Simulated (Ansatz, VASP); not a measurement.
**Two plane-wave programs on HfC**

The input POSCAR:

```
HfC
1.0
    0.0000000000      2.3250000000      2.3250000000
    2.3250000000      0.0000000000      2.3250000000
    2.3250000000      2.3250000000      0.0000000000
Hf C
1 1
Direct
    0.5000000000      0.5000000000      0.5000000000
    0.0000000000      0.0000000000      0.0000000000
```

The input INCAR.step1:

```
  ALGO = Normal
  EDIFF = 1E-4
  ENCUT = 520
  GGA = PE
  ISMEAR = 0
  LASPH = T
  LCHARG = F
  LREAL = F
  LWAVE = T
  NBANDS = 14
  NELM = 60
  PREC = Accurate
  SIGMA = 0.1
```

File INCAR.step2:

```
  ALGO = Normal
  EDIFF = 1E-6
  ENCUT = 520
  ISIF = 2
  ISMEAR = 0
  ISTART = 1
  IVDW = 12
  LASPH = T
  LCHARG = F
  LMIXTAU = T
  LREAL = F
  LWAVE = F
  METAGGA = R2SCAN
  NBANDS = 14
  NELM = 60
  PREC = Accurate
  SIGMA = 0.1
  VDW_A1 = 0.49484001
  VDW_A2 = 5.73083694
  VDW_S6 = 1.0
  VDW_S8 = 0.78981345
```

The input KPOINTS:

```
k-points
0
Gamma
  10 10 10
```

The input input.yaml:

```yaml
crystal:
  lattice:
    - [0.0, 2.325, 2.325]
    - [2.325, 0.0, 2.325]
    - [2.325, 2.325, 0.0]
  atoms:
    - { symbol: Hf, position: [0.5, 0.5, 0.5] }
    - { symbol: C, position: [0.0, 0.0, 0.0] }
hamiltonian:
  xc: r2scan
  pseudopotentials: { kind: paw, source: jth }
  dispersion: d3bj
kpoints:
  mp_grid: { grid: [10, 10, 10] }
scf:
  occupations: { method: gaussian, width: 0.1 }
output:
  forces: true
  stress: true
  eigenvalues: true
  write_density: true
  write_potential: true
  elf: true
  volumetric_format: npy
```

Alike in both runs: task single point; functional r2SCAN; dispersion D3(BJ); k mesh 10 × 10 × 10; occupations gaussian, width 0.1 eV; no spin polarisation.

```csv
,VASP,Ansatz
version,VASP 6.6.1,Ansatz 0.2.0
potentials or method,"VASP PAW PBE potentials, release 64 (Hf_pv, C)",JTH PAW
plane-wave cutoff (eV),520,1230
valence electrons in the cell,14,16
```

VASP gave:

| Item | Value |
| --- | --- |
| gap on the k mesh at the Fermi level (eV) | none |
| pressure (GPa) | -4.6 |

Question: What did Ansatz give for the same quantities?

Answer: gap on the k mesh at the Fermi level (eV): none; pressure (GPa): -3.5.

VASP's potentials were made for PBE, not for r2SCAN. A gap of «none» marks a metal or a gap that the smearing closes. VASP's potentials hold 14 valence electrons a cell and Ansatz's 16, so a difference there can come from the potentials and not from the codes.

Spin-orbit coupling is off throughout.
